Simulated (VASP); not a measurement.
**Mg: single point with pbesol exchange, pbe correlation**

Mg:

```
CELL_PARAMETERS angstrom
-1.83599 1.83599 1.67940
1.83599 -1.83599 1.67940
1.83599 1.83599 -1.67940
ATOMIC_POSITIONS crystal
Mg 0.00000 0.00000 0.00000
```

```yaml
Program: VASP 6.6.1
Task: single point
Functional: pbesol exchange, pbe correlation
Potentials_or_basis: VASP PAW PBE potentials, release 64 (Mg)
Cutoff: 600 eV
k_mesh: 11 × 11 × 11
Occupations: tetrahedron
Spin: no spin polarisation
```

```yaml
Pressure: -0.5 GPa
Band_gap_on_the_k_mesh: zero (bands 1 and 2 overlap by 4.29 eV)
```

Stress tensor (GPa, compression positive):
```
-0.59  0.00  0.00
 0.00 -0.59  0.00
 0.00  0.00 -0.22
```

Levels at points of the mesh, in eV from the Fermi level:
```csv
k point,band 1,band 2,band 3,band 4,band 5,band 6
"(0.00, 0.00, 0.00)",-7.12,11.85,13.71,13.71,14.02,14.29
```

Run time: 11 s on 1 thread of Intel(R) Xeon(R) 6975P-C (Granite Rapids), with other jobs on the host, peak memory 0.17 GiB.

Caveat: the PAW data sets were made with another functional, which shifts forces and pressure a little; tetrahedron occupations give inexact forces and stress in metals.
